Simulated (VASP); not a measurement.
Crystal: PbSe.

```
Pb Se
1.0
     0.00000    3.06215    3.06215
     3.06215    0.00000    3.06215
     3.06215    3.06215    0.00000
Pb Se
1 1
Direct
  0.50000 0.50000 0.50000
  0.00000 0.00000 0.00000
```

Base run:

* Program: VASP 6.6.1
* Functional: PBEsol
* Dispersion: D3(BJ)
* Potentials or basis: VASP PAW PBE potentials, release 64 (Pb_d, Se)
* Cutoff: 520 eV
* k mesh: 6 × 6 × 6
* Occupations: gaussian, width 0.05 eV
* Spin: no spin polarisation

Its results: band gap on the k mesh 0.21 eV, direct; pressure -2.7 GPa.

Q: The run is repeated on the same cell with these changes: functional from PBEsol to PBE; dispersion from D3(BJ) to none; cutoff from 520 eV to 500 eV. What comes out?

A: Band gap on the k mesh 0.30 eV, direct; pressure 2.3 GPa.

Several settings changed at once, so the effect can't be laid on one alone.

Caveats: spin-orbit coupling is left out, which moves the levels of the heavy elements; the PAW data sets were made with another functional, which shifts forces and pressure a little (some runs).

A k mesh can miss the band edges.
